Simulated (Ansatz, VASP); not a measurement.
## Two plane-wave programs on MgCl6

```
Mg Cl
1.0
     0.00000    4.57760    4.57760
     4.57760    0.00000    4.57760
     4.57760    4.57760    0.00000
Mg Cl
1 6
Direct
  0.00000 0.00000 0.00000
  0.27014 0.72986 0.72986
  0.72986 0.27014 0.27014
  0.72986 0.27014 0.72986
  0.27014 0.72986 0.27014
  0.72986 0.72986 0.27014
  0.27014 0.27014 0.72986
```

Alike in both runs: task relaxation of cell and atoms; functional PBE; k mesh 4 × 4 × 4; occupations gaussian, width 0.1 eV; no spin polarisation.

```csv
,VASP,Ansatz
version,VASP 6.6.1,Ansatz 0.2.0
potentials or method,"VASP PAW PBE potentials, release 64 (Mg, Cl), cutoff 600 eV","scalar-relativistic, plane waves, PAW"
valence electrons in the cell,44,52
```

```csv
,VASP,Ansatz,Ansatz less VASP
"gap on the k mesh at the Fermi level, each at its own relaxed structure (eV)",none,none,-
relaxed volume (Å³/atom),29.48,29.91,+0.427
relaxed length of the cell vector where the two differ most in proportion (Å),6.633,6.665,+0.0318
```

A gap of «none» marks a metal or a gap that the smearing closes. VASP's potentials hold 44 valence electrons a cell and Ansatz's 52, so a difference there can come from the potentials and not from the codes.
